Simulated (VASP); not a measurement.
# Zr (Im-3m) in VASP: single point with r2SCAN

Aim: the single point of Zr with r2SCAN.

All numbers are computed with VASP 6.6.1; they aren't measurements. Logs are shortened: lines on timing, memory, paths and dates and some standing lists are left out, and cuts for length are marked.

## Step 1: The cell of the first run

The structure is cubic, space group Im-3m (No. 229). The conventional cell has a = 3.583 Å, b = 3.583 Å, c = 3.583 Å, α = 90.00°, β = 90.00°, γ = 90.00°. Zr (site symmetry m-3m) has 14 Zr at 3.10 to 3.58 Å within 4.1 Å.

## Step 2: Single point, r2SCAN

POSCAR reads:

```
Zr
1.0
   -1.7915738949      1.7915738949      1.7915738949
    1.7915738949     -1.7915738949      1.7915738949
    1.7915738949      1.7915738949     -1.7915738949
Zr
1
Direct
    0.0000000000      0.0000000000      0.0000000000
```

INCAR.step1 reads:

```
PREC = Accurate
ENCUT = 520
ISMEAR = 0
SIGMA = 0.05
LREAL = F
LASPH = T
NELM = 80
NBANDS = 12
GGA = PE
ALGO = Normal
EDIFF = 1E-4
LWAVE = T
LCHARG = F
```

INCAR.step2 reads:

```
PREC = Accurate
ENCUT = 520
EDIFF = 1E-6
ISMEAR = 0
SIGMA = 0.05
LREAL = F
LASPH = T
NELM = 80
ALGO = Normal
ISIF = 2
LWAVE = F
LCHARG = T
METAGGA = R2SCAN
LMIXTAU = T
LELF = T
LVHAR = T
NBANDS = 12
ISTART = 1
```

KPOINTS reads:

```
Automatic mesh
0
Gamma
  16 16 16
```

Potentials or basis: VASP PAW PBE potentials, release 64 (Zr_sv).

Command:

```bash
cat potpaw_PBE.64/Zr_sv/POTCAR > POTCAR
cp INCAR.step1 INCAR
mpirun -np 1 vasp_std > vasp.out
cp INCAR.step2 INCAR
mpirun -np 1 vasp_std > vasp.out
```

OUTCAR:

```text
PREC = Accurate
   ENCUT = 520
   EDIFF = 1E-6
   ISMEAR = 0
   LREAL = F
   LASPH = T
   NELM = 80
   ISIF = 2
   METAGGA = R2SCAN
   ISTART = 1

 ion  position               nearest neighbor table
   1  0.000  0.000  0.000-

  LATTYP: Found a body centered cubic cell.
 ALAT       =     3.5831477898

  Lattice vectors:

 A1 = (  -1.7915738949,   1.7915738949,   1.7915738949)
 A2 = (   1.7915738949,  -1.7915738949,   1.7915738949)
 A3 = (   1.7915738949,   1.7915738949,  -1.7915738949)

Analysis of symmetry for initial positions (statically):
=====================================================================
 Subroutine PRICEL returns:
 Original cell was already a primitive cell.

 Routine SETGRP: Setting up the symmetry group for a
 body centered cubic supercell.

 Subroutine GETGRP returns: Found 48 space group operations
[... 9 lines left out ...]

 Routine SETGRP: Setting up the symmetry group for a
 body centered cubic supercell.

 Subroutine GETGRP returns: Found 48 space group operations
 (whereof 48 operations were pure point group operations)
 out of a pool of 48 trial point group operations.

The dynamic configuration has the point symmetry O_h .

 Subroutine INISYM returns: Found 48 space group operations
 (whereof 48 operations are pure point group operations),
 and found     1 'primitive' translations

----------------------------------------------------------------------------------------

                                     Primitive cell

  volume of cell :      23.0019

  direct lattice vectors                    reciprocal lattice vectors
    -1.791573895  1.791573895  1.791573895     0.000000000  0.279084218  0.279084218
     1.791573895 -1.791573895  1.791573895     0.279084218  0.000000000  0.279084218
     1.791573895  1.791573895 -1.791573895     0.279084218  0.279084218  0.000000000

  length of vectors
     3.103097011  3.103097011  3.103097011     0.394684687  0.394684687  0.394684687

  position of ions in fractional coordinates (direct lattice)
     0.000000000  0.000000000  0.000000000

  ion indices of the primitive-cell ions
   primitive index   ion index
                 1           1

----------------------------------------------------------------------------------------

 KPOINTS: Automatic mesh

Automatic generation of k-mesh.
 Grid dimensions read from file:
 generate k-points for:   16   16   16

 Generating k-lattice:

  Cartesian coordinates                     Fractional coordinates (reciprocal lattice)
     0.000000000  0.017442764  0.017442764     0.062500000  0.000000000  0.000000000
     0.017442764  0.000000000  0.017442764     0.000000000  0.062500000  0.000000000
     0.017442764  0.017442764  0.000000000     0.000000000  0.000000000  0.062500000

  Length of vectors
     0.024667793  0.024667793  0.024667793

  Shift w.r.t. Gamma in fractional coordinates (k-lattice)
     0.000000000  0.000000000  0.000000000

 Subroutine IBZKPT returns following result:
 ===========================================

 Found    145 irreducible k-points:

 Following reciprocal coordinates:
            Coordinates               Weight
  0.000000  0.000000  0.000000      1.000000
  0.062500  0.000000  0.000000     12.000000
  0.125000  0.000000  0.000000     12.000000
  0.187500  0.000000  0.000000     12.000000
  0.250000  0.000000  0.000000     12.000000
  0.312500  0.000000  0.000000     12.000000
[... 16 lines left out ...]
  0.187500  0.187500  0.000000     24.000000
  0.250000  0.187500  0.000000     48.000000
 [... further k-points ...]
   k-points           NKPTS =    145   k-points in BZ     NKDIM =    145   number of bands    NBANDS=     12
   number of dos      NEDOS =    301   number of ions     NIONS =      1
   total plane-waves  NPLWV =  13824
   dimension x,y,z NGX =    24 NGY =   24 NGZ =   24
   dimension x,y,z NGXF=    48 NGYF=   48 NGZF=   48
   ions per type =               1
   NGX,Y,Z   is equivalent  to a cutoff of  12.86, 12.86, 12.86 a.u.
   NGXF,Y,Z  is equivalent  to a cutoff of  25.72, 25.72, 25.72 a.u.
 SYSTEM =  unknown system
   PREC   = accura    normal or accurate (medium, high low for compatibility)
   ISTART =      1    job   : 0-new  1-cont  2-samecut
   ICHARG =      0    charge: 1-file 2-atom 10-const
   ISPIN  =      1    spin polarized calculation?
   LNONCOLLINEAR =      F non collinear calculations
   LSORBIT =      F    spin-orbit coupling
   LASPH  =      T    aspherical Exc in radial PAW
   ENCUT  =  520.0 eV  38.22 Ry    6.18 a.u.   5.77  5.77  5.77*2*pi/ulx,y,z
   NELM   =     80;   NELMIN=  2; NELMDL=  0     # of ELM steps
   EDIFF  = 0.1E-05   stopping-criterion for ELM
   LREAL  =      F    real-space projection
   EDIFFG = 0.1E-04   stopping-criterion for IOM
   NSW    =      0    number of steps for IOM
   IBRION =     -1    ionic relax: 0-MD 1-quasi-New 2-CG
   NFREE  =      0    steps in history (QN), initial steepest desc. (CG)
   ISIF   =      2    stress and relaxation
   ISYM   =      2    0-nonsym 1-usesym 2-fastsym
   POTIM  = 0.5000    time-step for ionic-motion
   TEBEG  =    0.0;   TEEND  =   0.0 temperature during run
   PSTRESS=    0.0 pullay stress
   NELECT =      12.0000    total number of electrons
   NUPDOWN=      -1.0000    fix difference up-down
   EMIN   =  10.00;   EMAX   =-10.00  energy-range for DOS
   EFERMI =   0.00;   METHOD = LEGACY
   ISMEAR =     0;   SIGMA  =   0.05  broadening in eV -4-tet -1-fermi 0-gaus
   EFERMI_NEDOS =   21; number of points for ismear=-14 and -15
   IALGO  =     38    algorithm
   IMIX   =      4    mixing-type and parameters
     AMIX     =   0.40;   BMIX     =  1.00
     AMIX_MAG =   1.60;   BMIX_MAG =  1.00
  volume/ion in A,a.u.               =      23.00       155.22
  Fermi-wavevector in a.u.,A,eV,Ry     =   1.317894  2.490459 23.631210  1.736845
  Thomas-Fermi vector in A             =   2.447903
   LORBIT       =      0    0 simple, 1 ext, 2 COOP (PROOUT), +10 PAW based schemes
   METAGGA = R2SCAN    functional components
   LHFCALC =     F    Hartree Fock is set to
   AEXX    =    0.0000 exact exchange contribution
   IVDW    =     0    specifies the selected vdW correction
   LEPSILON=     F    determine dielectric tensor
   LRPA    =     F    only Hartree local field effects (RPA)
 non-spin polarized calculation
 Gauss-broadening in eV      SIGMA  =   0.05
  energy-cutoff  :      520.00
  volume of cell :       23.00
 maximum number of plane-waves:       637
   NGX = 11   NGY = 11   NGZ = 11

 number of electron      12.0000000 magnetization

 Free energy of the ion-electron system (eV)
  ---------------------------------------------------
  ext. energy  EPLUGINS =         0.00000000
  ---------------------------------------------------
  free energy    TOTEN  =       -22.63230143 eV

  energy without entropy =      -22.63014080  energy(sigma->0) =      -22.63122111

 E-fermi :   8.8739     XC(G=0): -12.0257

 val. band max:        8.8718426849   @ k =  -0.3125   0.3125   0.0625
 cond. band min:       8.8765364135   @ k =   0.3125   0.2500   0.0000
 fundamental gap:      0.0046937285
 Fermi energy:         8.8738514261

 k-point     1 :       0.0000    0.0000    0.0000
  band No.  band energies     occupation
      1     -41.3136      2.00000
      2     -18.0948      2.00000
      3     -18.0948      2.00000
      4     -18.0948      2.00000
      5       3.1358      2.00000
      6      10.1883      0.00000
      7      10.1883      0.00000
      8      10.1883      0.00000
      9      12.7411      0.00000
     10      12.7411      0.00000
     11      21.8346      0.00000
     12      21.8346      0.00000

 k-point     2 :       0.0625    0.0000    0.0000
  band No.  band energies     occupation
      1     -41.3072      2.00000
      2     -18.1379      2.00000
      3     -18.1076      2.00000
      4     -18.0951      2.00000
      5       3.2775      2.00000
      6      10.0900      0.00000
      7      10.1527      0.00000
      8      10.3228      0.00000
      9      12.5872      0.00000
     10      12.7386      0.00000
     11      21.9601      0.00000
     12      22.0925      0.00000

 k-point     3 :       0.1250    0.0000    0.0000
  band No.  band energies     occupation
      1     -41.2888      2.00000
      2     -18.2591      2.00000
      3     -18.1439      2.00000
      4     -18.0962      2.00000
      5       3.6837      2.00000
      6       9.8256      0.00000
      7       9.9999      0.00000
      8      10.7207      0.00000
      9      12.3025      0.00000
     10      12.7423      0.00000
     11      22.2472      0.00000
     12      22.8323      0.00000

 k-point     4 :       0.1875    0.0000    0.0000
  band No.  band energies     occupation
      1     -41.2613      2.00000
      2     -18.4366      2.00000
      3     -18.1978      2.00000
      4     -18.0978      2.00000
      5       4.2937      2.00000
      6       9.4660      0.00000
      7       9.6821      0.00000
      8      11.3640      0.00000
      9      12.1808      0.00000
     10      12.7781      0.00000
     11      22.3764      0.00000
     12      23.6575      0.00000

 k-point     5 :       0.2500    0.0000    0.0000
  band No.  band energies     occupation
      1     -41.2286      2.00000
      2     -18.6404      2.00000
      3     -18.2606      2.00000
      4     -18.0998      2.00000
      5       4.9887      2.00000
      6       9.0851      0.00000
      7       9.3413      0.00000
      8      12.2195      0.00000
      9      12.2872      0.00000
     10      12.8697      0.00000
     11      21.9417      0.00000
     12      23.3529      0.00000

 k-point     6 :       0.3125    0.0000    0.0000
  band No.  band energies     occupation
      1     -41.1956      2.00000
      2     -18.8385      2.00000
      3     -18.3225      2.00000
      4     -18.1018      2.00000
      5       5.5709      2.00000
      6       8.7408      1.99983
      7       9.2545      0.00000
      8      12.5066      0.00000
      9      13.0232      0.00000
     10      13.2299      0.00000
     11      21.0770      0.00000
     12      22.2816      0.00000

 k-point     7 :       0.3750    0.0000    0.0000
  band No.  band energies     occupation
      1     -41.1675      2.00000
      2     -19.0024      2.00000
      3     -18.3745      2.00000
      4     -18.1035      2.00000
      5       5.8613      2.00000
      6       8.4719      2.00000
      7       9.5867      0.00000
      8      12.7043      0.00000
      9      13.2157      0.00000
     10      14.2883      0.00000
     11      20.1948      0.00000
     12      21.1031      0.00000

 k-point     8 :       0.4375    0.0000    0.0000
  band No.  band energies     occupation
      1     -41.1487      2.00000
      2     -19.1100      2.00000
      3     -18.4089      2.00000
      4     -18.1047      2.00000
      5       5.9200      2.00000
      6       8.3022      2.00000
      7      10.1280      0.00000
      8      12.7820      0.00000
      9      13.3879      0.00000
     10      15.1831      0.00000
     11      19.5584      0.00000
     12      20.2221      0.00000
[... 166 lines left out ...]
 k-point    20 :       0.3125    0.1250   -0.0000
  band No.  band energies     occupation
      1     -41.1596      2.00000
      2     -18.9795      2.00000
      3     -18.4146      2.00000
      4     -18.1562      2.00000
      5       6.2542      2.00000
      6       8.4521      2.00000
      7       9.1693      0.00000
      8      12.4264      0.00000
      9      13.4496      0.00000
     10      14.8327      0.00000
     11      20.4073      0.00000
     12      21.3144      0.00000

 k-point    21 :       0.3750    0.1250   -0.0000
  band No.  band energies     occupation
      1     -41.1421      2.00000
      2     -19.0657      2.00000
      3     -18.4599      2.00000
      4     -18.1585      2.00000
      5       6.3138      2.00000
      6       8.3300      2.00000
      7       9.5864      0.00000
      8      12.5835      0.00000
      9      13.5817      0.00000
     10      15.7252      0.00000
     11      19.7028      0.00000
     12      20.4371      0.00000

 k-point    22 :       0.4375    0.1250    0.0000
  band No.  band energies     occupation
      1     -41.1360      2.00000
      2     -19.0956      2.00000
      3     -18.4758      2.00000
      4     -18.1593      2.00000
      5       6.3079      2.00000
      6       8.2873      2.00000
      7       9.8016      0.00000
      8      12.6027      0.00000
      9      13.6731      0.00000
     10      16.0998      0.00000
     11      19.3737      0.00000
     12      20.1490      0.00000

 k-point    23 :       0.1875    0.1875    0.0000
  band No.  band energies     occupation
      1     -41.1881      2.00000
      2     -18.8150      2.00000
      3     -18.3438      2.00000
      4     -18.1710      2.00000
      5       5.9882      2.00000
      6       8.5733      2.00000
      7       8.9545      0.02258
      8      12.0101      0.00000
      9      13.3762      0.00000
     10      13.7524      0.00000
     11      21.5691      0.00000
     12      22.9274      0.00000

 k-point    24 :       0.2500    0.1875    0.0000
  band No.  band energies     occupation
      1     -41.1621      2.00000
      2     -18.9198      2.00000
      3     -18.4308      2.00000
      4     -18.1849      2.00000
      5       6.5142      2.00000
      6       8.3363      2.00000
      7       8.9110      0.29319
      8      12.2167      0.00000
      9      13.4688      0.00000
     10      14.8622      0.00000
     11      20.6463      0.00000
     12      22.1947      0.00000

 [... further k-points ...]
[... 5 lines left out ...]
  --------------------------------------------------------------------------------------
  -------------------------------------------------------------------------------------
  Total       -0.0024145     -0.0024145     -0.0024145     -0.0000000      0.0000000      0.0000000
  in kB       -0.1681813     -0.1681813     -0.1681813     -0.0000000      0.0000000      0.0000000
  external PRESSURE =      -0.1681813 kB  Pullay stress =       0.0000000 kB

 VOLUME and BASIS-vectors are now :
 -----------------------------------------------------------------------------
  energy-cutoff  :      520.00
  volume of cell :       23.00
      direct lattice vectors                 reciprocal lattice vectors
    -1.791573895  1.791573895  1.791573895     0.000000000  0.279084218  0.279084218
     1.791573895 -1.791573895  1.791573895     0.279084218  0.000000000  0.279084218
     1.791573895  1.791573895 -1.791573895     0.279084218  0.279084218  0.000000000

 POSITION                                       TOTAL-FORCE (eV/Angst)
 -----------------------------------------------------------------------------------
      0.00000      0.00000      0.00000        -0.000000     -0.000000      0.000000
 -----------------------------------------------------------------------------------
    total drift:                               -0.000000      0.000000      0.000000

  FREE ENERGIE OF THE ION-ELECTRON SYSTEM (eV)
  ---------------------------------------------------
  free  energy   TOTEN  =       -22.6323014275 eV

  energy  without entropy=      -22.6301407993  energy(sigma->0) =      -22.63122111
```

It took 4.5 min on 1 thread of AMD EPYC 7R43 (Zen 3), shared host; peak memory 0.13 GiB.

Results:

| Property | Result |
| --- | --- |
| Free energy | -22.6323 eV |
| Pressure | 0.0 GPa |
| Band gap on the k mesh | zero (band 6 reaches 10.19 eV, above the bottom of band 7 at 8.11 eV) |

Levels at points of the mesh, in eV from the Fermi level:
```tsv
k point	band 4	band 5	band 6	band 7	band 8	band 9
(0.00, 0.00, 0.00)	-26.97	-5.74	1.31	1.31	1.31	3.87
(0.50, 0.00, 0.00)	-26.98	-2.96	-0.63	1.53	3.90	4.59
(0.50, 0.50, 0.50)	-27.68	-2.77	-2.77	5.98	5.98	5.98
```

Caveat: the PAW data sets were made with another functional, which shifts forces and pressure a little.
